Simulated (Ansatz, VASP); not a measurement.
One calculation of HfB, two programs

Contents of INCAR:

```
PREC     = Accurate       # precision mode
ENCUT    = 520            # plane-wave cutoff, eV
EDIFF    = 1E-7           # SCF threshold, eV
ISMEAR   = 0              # smearing method
SIGMA    = 0.1            # smearing width, eV
LREAL    = False          # projectors in reciprocal space
LASPH    = True           # aspherical terms in the spheres
NELM     = 80             # most SCF steps
ALGO     = Normal         # electronic algorithm
ISIF     = 2              # what is computed and relaxed
LWAVE    = False          # write WAVECAR
LCHARG   = True           # write CHGCAR
GGA      = PS             # functional
LELF     = True           # ELF
LVHAR    = True         
NBANDS   = 14             # bands
```

File KPOINTS:

```
regular mesh
0
Gamma
  16 16 16
```

POSCAR

```
HfB
1.0
    0.0000000000      2.2295889000      2.2295889000
    2.2295889000      0.0000000000      2.2295889000
    2.2295889000      2.2295889000      0.0000000000
Hf B
1 1
Direct
    0.5000000000      0.5000000000      0.5000000000
    0.0000000000      0.0000000000      0.0000000000
```

Input for Ansatz:

```yaml
crystal:
  lattice:
    - [0.0, 2.2295889, 2.2295889]
    - [2.2295889, 0.0, 2.2295889]
    - [2.2295889, 2.2295889, 0.0]
  atoms:
    - { symbol: Hf, position: [0.5, 0.5, 0.5] }
    - { symbol: B, position: [0.0, 0.0, 0.0] }
basis:
  ecutwfc: 420
kpoints:
  mp_grid: { grid: [16, 16, 16] }
hamiltonian:
  xc: pbesol
scf:
  occupations: { method: gaussian, width: 0.1 }
output:
  forces: true
  stress: true
  eigenvalues: true
  write_density: true
  write_potential: true
  elf: true
  volumetric_format: npy
```

Alike in both runs: task single point; functional PBEsol; k mesh 16 × 16 × 16; occupations gaussian, width 0.1 eV; no spin polarisation.

|  | VASP | Ansatz |
| --- | --- | --- |
| version | VASP 6.6.1 | Ansatz 0.2.0 |
| potentials or method | VASP PAW PBE potentials, release 64 (Hf_pv, B), cutoff 520 eV | scalar-relativistic, plane waves, PAW |
| valence electrons in the cell | 13 | 29 |

Ansatz gave:

| Property | Result |
| --- | --- |
| gap on the k mesh at the Fermi level (eV) | none |
| pressure (GPa) | 57.2 |

Q: Estimate VASP's values.

A: gap on the k mesh at the Fermi level (eV): none; pressure (GPa): 59.5.

VASP's potentials were made for PBE, not for PBEsol. A gap of «none» marks a metal or a gap that the smearing closes. Both programs put the cell under a high pressure, so it lies far from rest at this level. VASP's potentials hold 13 valence electrons a cell and Ansatz's 29, so a difference there can come from the potentials and not from the codes.

Spin-orbit coupling is off throughout.
